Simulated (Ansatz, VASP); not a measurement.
**RbBr: VASP beside Ansatz**

```xyz
2
Lattice="0.0000 3.4732 3.4732 3.4732 0.0000 3.4732 3.4732 3.4732 0.0000" Properties=species:S:1:pos:R:3 pbc="T T T"
Rb    0.0000    0.0000    0.0000
Br    3.4732    3.4732    3.4732
```

Alike in both runs: task single point; functional PBE; k mesh 6 × 6 × 6; occupations gaussian, width 0.02 eV; no spin polarisation.

|  | VASP | Ansatz |
| --- | --- | --- |
| version | VASP 6.6.1 | Ansatz 0.2.0 |
| potentials or method | VASP PAW PBE potentials, release 64 (Rb_sv, Br), cutoff 500 eV | scalar-relativistic, plane waves, PAW |
| valence electrons in the cell | 16 | 16 |

```csv
,VASP,Ansatz,Ansatz less VASP
gap on the k mesh at the Fermi level (eV),4.26,4.26,+0.002
pressure (GPa),0.4,0.4,-0.02
```

The functional is the same, so the differences come from potentials, cutoffs and numerics.
